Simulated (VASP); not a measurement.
# KBr in VASP: a series of runs

KBr is run at these levels: PBEsol; tasks: single point.

Everything below comes from runs of VASP 6.6.1. Logs are shortened: lines on timing, memory, paths and dates and some standing lists are left out, and cuts for length are marked.

### 1 The cell of the first run

It takes space group Fm-3m (No. 225, cubic). Conventional cell: a = 6.600 Å, b = 6.600 Å, c = 6.600 Å, α = 90.00°, β = 90.00°, γ = 90.00°. K (site symmetry m-3m) has 6 Br at 3.30 Å within 4.3 Å. Br (site symmetry m-3m) has 6 K at 3.30 Å within 4.3 Å.

### 2 Single point, PBEsol

Contents of INCAR:

```
SYSTEM = KBr
ALGO     = Normal         ! electronic algorithm
EDIFF    = 1E-7           ! SCF threshold, eV
ENCUT    = 520            ! plane-wave cutoff, eV
GGA      = PS             ! functional
ISIF     = 2              ! what is computed and relaxed
ISMEAR   = 0              ! smearing method
LASPH    = .TRUE.         ! aspherical terms in the spheres
LCHARG   = .TRUE.         ! write CHGCAR
LELF     = .TRUE.         ! ELF
LREAL    = .FALSE.        ! projectors in reciprocal space
LVHAR    = .TRUE.       
LWAVE    = .FALSE.        ! write WAVECAR
NBANDS   = 15             ! bands
NELM     = 100            ! most SCF steps
PREC     = Accurate       ! precision mode
SIGMA    = 0.01           ! smearing width, eV
```

Contents of KPOINTS:

```
k-points
0
G
  6 6 6
  0 0 0
```

Contents of POSCAR:

```
KBr
1.0
    0.0000000000      3.3000000000      3.3000000000
    3.3000000000      0.0000000000      3.3000000000
    3.3000000000      3.3000000000      0.0000000000
K Br
1 1
Direct
    0.0000000000      0.0000000000      0.0000000000
    0.5000000000      0.5000000000      0.5000000000
```

Potentials or basis: VASP PAW PBE potentials, release 64 (K_sv, Br).

Launch:

```bash
$ cat potpaw_PBE.64/K_sv/POTCAR potpaw_PBE.64/Br/POTCAR > POTCAR
$ mpirun -np 1 vasp_std > vasp.out
```

OUTCAR:

```text
SYSTEM = KBr
   EDIFF = 1E-7
   ENCUT = 520
   GGA = PS
   ISIF = 2
   ISMEAR = 0
   LASPH = .TRUE.
   LREAL = .FALSE.
   NELM = 100
   PREC = Accurate

 ion  position               nearest neighbor table
   1  0.000  0.000  0.000-   2 3.30   2 3.30   2 3.30   2 3.30   2 3.30   2 3.30
   2  0.500  0.500  0.500-   1 3.30   1 3.30   1 3.30   1 3.30   1 3.30   1 3.30

  LATTYP: Found a face centered cubic cell.
 ALAT       =     6.6000000000

  Lattice vectors:

 A1 = (   0.0000000000,   3.3000000000,   3.3000000000)
 A2 = (   3.3000000000,   0.0000000000,   3.3000000000)
 A3 = (   3.3000000000,   3.3000000000,   0.0000000000)

Analysis of symmetry for initial positions (statically):
=====================================================================
 Subroutine PRICEL returns:
 Original cell was already a primitive cell.

 Routine SETGRP: Setting up the symmetry group for a
 face centered cubic supercell.

 Subroutine GETGRP returns: Found 48 space group operations
 (whereof 48 operations were pure point group operations)
 out of a pool of 48 trial point group operations.

The static configuration has the point symmetry O_h .

Analysis of symmetry for dynamics (positions and initial velocities):
=====================================================================
 Subroutine PRICEL returns:
 Original cell was already a primitive cell.

 Routine SETGRP: Setting up the symmetry group for a
 face centered cubic supercell.

 Subroutine GETGRP returns: Found 48 space group operations
 (whereof 48 operations were pure point group operations)
 out of a pool of 48 trial point group operations.

The dynamic configuration has the point symmetry O_h .

 Subroutine INISYM returns: Found 48 space group operations
 (whereof 48 operations are pure point group operations),
 and found     1 'primitive' translations

----------------------------------------------------------------------------------------

                                     Primitive cell

  volume of cell :      71.8740

  direct lattice vectors                    reciprocal lattice vectors
     0.000000000  3.300000000  3.300000000    -0.151515152  0.151515152  0.151515152
     3.300000000  0.000000000  3.300000000     0.151515152 -0.151515152  0.151515152
     3.300000000  3.300000000  0.000000000     0.151515152  0.151515152 -0.151515152

  length of vectors
[... 81 lines left out ...]
   POTIM  = 0.5000    time-step for ionic-motion
   TEBEG  =    0.0;   TEEND  =   0.0 temperature during run
   PSTRESS=    0.0 pullay stress
   NELECT =      16.0000    total number of electrons
   NUPDOWN=      -1.0000    fix difference up-down
   EMIN   =  10.00;   EMAX   =-10.00  energy-range for DOS
   EFERMI =   0.00;   METHOD = LEGACY
   ISMEAR =     0;   SIGMA  =   0.01  broadening in eV -4-tet -1-fermi 0-gaus
   EFERMI_NEDOS =   21; number of points for ismear=-14 and -15
   IALGO  =     38    algorithm
   IMIX   =      4    mixing-type and parameters
     AMIX     =   0.40;   BMIX     =  1.00
     AMIX_MAG =   1.60;   BMIX_MAG =  1.00
  volume/ion in A,a.u.               =      35.94       242.51
  Fermi-wavevector in a.u.,A,eV,Ry     =   0.992181  1.874950 13.393889  0.984423
  Thomas-Fermi vector in A             =   2.123975
   LORBIT       =      0    0 simple, 1 ext, 2 COOP (PROOUT), +10 PAW based schemes
   GGA     = PS    functional components
   LHFCALC =     F    Hartree Fock is set to
   AEXX    =    0.0000 exact exchange contribution
   IVDW    =     0    specifies the selected vdW correction
   LEPSILON=     F    determine dielectric tensor
   LRPA    =     F    only Hartree local field effects (RPA)
 non-spin polarized calculation
 Gauss-broadening in eV      SIGMA  =   0.01
  energy-cutoff  :      520.00
  volume of cell :       71.87
 maximum number of plane-waves:      1964
   NGX = 17   NGY = 17   NGZ = 17

 number of electron      15.9999997 magnetization

 Free energy of the ion-electron system (eV)
  ---------------------------------------------------
  ext. energy  EPLUGINS =         0.00000000
  ---------------------------------------------------
  free energy    TOTEN  =        -6.45880365 eV

  energy without entropy =       -6.45880365  energy(sigma->0) =       -6.45880365

 E-fermi :  -1.7717     XC(G=0):  -7.5455

 val. band max:       -1.8264695963   @ k =   0.0000   0.0000   0.0000
 cond. band min:       2.4522738336   @ k =   0.0000   0.0000   0.0000
 fundamental gap:      4.2787434299
 Fermi energy:        -1.7717200263

 k-point     1 :       0.0000    0.0000    0.0000
  band No.  band energies     occupation
      1     -29.4388      2.00000
      2     -14.1328      2.00000
      3     -12.9814      2.00000
      4     -12.9814      2.00000
      5     -12.9814      2.00000
      6      -1.8265      2.00000
      7      -1.8265      2.00000
      8      -1.8265      2.00000
      9       2.4523      0.00000
     10       5.7024      0.00000
     11       5.7024      0.00000
     12       5.7024      0.00000
     13       6.5406      0.00000
     14       6.5406      0.00000
[... 257 lines left out ...]
      2     -14.1019      2.00000
      3     -13.0616      2.00000
      4     -13.0330      2.00000
      5     -12.9231      2.00000
      6      -2.5513      2.00000
      7      -2.3136      2.00000
      8      -2.2856      2.00000
      9       4.6542      0.00000
     10       5.9975      0.00000
     11       6.3517      0.00000
     12       7.3435      0.00000
     13       8.1303      0.00000
     14       8.9702      0.00000
     15       9.4363      0.00000

------------------------ aborting loop because EDIFF is reached ----------------------------------------

  FORCE on cell =-STRESS in cart. coord.  units (eV):
  Direction    XX          YY          ZZ          XY          YZ          ZX
  --------------------------------------------------------------------------------------
  -------------------------------------------------------------------------------------
  Total       -0.1266971     -0.1266971     -0.1266971      0.0000000      0.0000000      0.0000000
  in kB       -2.8242652     -2.8242652     -2.8242652      0.0000000      0.0000000      0.0000000
  external PRESSURE =      -2.8242652 kB  Pullay stress =       0.0000000 kB

 VOLUME and BASIS-vectors are now :
 -----------------------------------------------------------------------------
  energy-cutoff  :      520.00
  volume of cell :       71.87
      direct lattice vectors                 reciprocal lattice vectors
     0.000000000  3.300000000  3.300000000    -0.151515152  0.151515152  0.151515152
     3.300000000  0.000000000  3.300000000     0.151515152 -0.151515152  0.151515152
     3.300000000  3.300000000  0.000000000     0.151515152  0.151515152 -0.151515152

 POSITION                                       TOTAL-FORCE (eV/Angst)
 -----------------------------------------------------------------------------------
      0.00000      0.00000      0.00000         0.000000     -0.000000     -0.000000
      3.30000      3.30000      3.30000         0.000000      0.000000      0.000000
 -----------------------------------------------------------------------------------
    total drift:                                0.000000      0.000000      0.000000

  FREE ENERGIE OF THE ION-ELECTRON SYSTEM (eV)
  ---------------------------------------------------
  free  energy   TOTEN  =        -6.4588036500 eV

  energy  without entropy=       -6.4588036500  energy(sigma->0) =       -6.45880365
```

stdout:

```text
POSCAR found type information on POSCAR K Br
 POSCAR found :  2 types and       2 ions
 scaLAPACK will be used
 -----------------------------------------------------------------------------
|                                                                             |
|                                                                             |
|     You enforced a specific xc type in the INCAR file but a different       |
|     I HOPE YOU KNOW WHAT YOU ARE DOING!                                     |
|                                                                             |
 -----------------------------------------------------------------------------

 LDA part: xc-table for (Slater+PW92), standard interpolation
 POSCAR, INCAR and KPOINTS ok, starting setup
 FFT: planning ... GRIDC
 FFT: planning ... GRID_SOFT
 FFT: planning ... GRID
 WAVECAR not read
 entering main loop
```

Run time: 14 s. Hardware: 1 thread of Intel Xeon Platinum 8488C (Sapphire Rapids), shared host; peak memory 0.21 GiB.

What came out:

- Free energy: -6.4588 eV
- Pressure: -0.3 GPa
- Band gap on the k mesh: 4.28 eV, direct

Caveat: the PAW data sets were made with another functional, which shifts forces and pressure a little. A hybrid or GW would open this gap; PBEsol tends to underestimate it.

### 3 Single point, PBEsol

Contents of INCAR:

```
SYSTEM = KBr
  ALGO = Normal
  EDIFF = 1E-6
  ENCUT = 520
  GGA = PS
  ISIF = 2
  ISMEAR = 0
  LASPH = .TRUE.
  LCHARG = .TRUE.
  LELF = .TRUE.
  LREAL = .FALSE.
  LVHAR = .TRUE.
  LWAVE = .FALSE.
  NBANDS = 15
  NELM = 100
  PREC = Accurate
  SIGMA = 0.01
```

KPOINTS is that of step 2.

Edit POSCAR of step 2 so:

```diff
@@ -8,3 +8,3 @@
 Direct
-    0.0000000000      0.0000000000      0.0000000000
+   -0.0030303030     -0.0030303030      0.0030303030
     0.5000000000      0.5000000000      0.5000000000
```

Potentials or basis: VASP PAW PBE potentials, release 64 (K_sv, Br).

Launch:

```bash
$ cat potpaw_PBE.64/K_sv/POTCAR potpaw_PBE.64/Br/POTCAR > POTCAR
$ mpirun -np 1 vasp_std > vasp.out
```

Wall time 26 s (1 thread of Intel Xeon Platinum 8488C (Sapphire Rapids), shared host); peak memory 0.21 GiB.

It converged, with:

- Free energy: -6.4586 eV
- Pressure: -0.3 GPa
- Largest force: 0.022 eV/Å
- Band gap on the k mesh: 4.28 eV, direct

Forces on the atoms (eV/Å):
```
K    0.000  0.000  0.022
Br   0.000  0.000 -0.022
```

Levels at points of the mesh, in eV from the valence-band top:
| k point | band 5 | band 6 | band 7 | band 8 | band 9 | band 10 | band 11 | band 12 |
| --- | --- | --- | --- | --- | --- | --- | --- | --- |
| (0.00, 0.00, 0.00) | -11.15 | 0.00 | 0.00 | 0.00 | 4.28 | 7.53 | 7.53 | 7.53 |
| (0.50, 0.00, 0.00) | -10.92 | -1.21 | -0.34 | -0.34 | 6.44 | 8.13 | 9.72 | 9.72 |
| (0.50, 0.50, 0.00) | -11.19 | -0.83 | -0.29 | -0.29 | 5.75 | 7.09 | 9.33 | 9.33 |
| (0.00, 0.50, 0.50) | -11.19 | -0.83 | -0.29 | -0.29 | 5.75 | 7.09 | 9.33 | 9.35 |

Caveat: the PAW data sets were made with another functional, which shifts forces and pressure a little. Expect the measured gap to be larger: semilocal functionals such as PBEsol lack the derivative discontinuity.

(Part 1 of 2 ends here.)
